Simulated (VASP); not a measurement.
Runs of VASP 6.6.1 on Bi. The structure is that of space group Im-3m (No. 229), or close to it. The cells are those of the table. This isn't the form of Bi at room conditions, which is rhombohedral.

| cell | gap on the mesh (eV) | pressure (GPa) |
| --- | --- | --- |
| a = 3.536 Å, angles 109.5°, 1 atom | none | -3.2 |
| a = 3.491 Å, angles 109.5°, 1 atom | none | -1.7 |
| a = 3.525 Å, angles 109.5°, 1 atom | none | (a) |
| a = 3.333 Å, angles 109.5°, 1 atom | none | 6.6 |
| a = 3.360 Å, angles 109.5°, 1 atom | none | (b) |

Alike in all rows: task single point; level PBE; potentials or basis VASP PAW PBE potentials, release 64 (Bi_d); no spin polarisation; k mesh 16 × 16 × 16; cutoff (eV) 520; smearing gaussian 0.1 eV.

Estimate the missing entries.

(a) -2.9; (b) 4.8.

Caveats: spin-orbit coupling is left out, which moves the levels of the heavy elements; the cell stands under pressure (at least some runs); the cell stands under tension (at least some runs).

A k mesh can miss the band edges, and the runs leave out spin-orbit coupling on Bi.

A gap of «none» marks levels without a gap at the run's occupations.
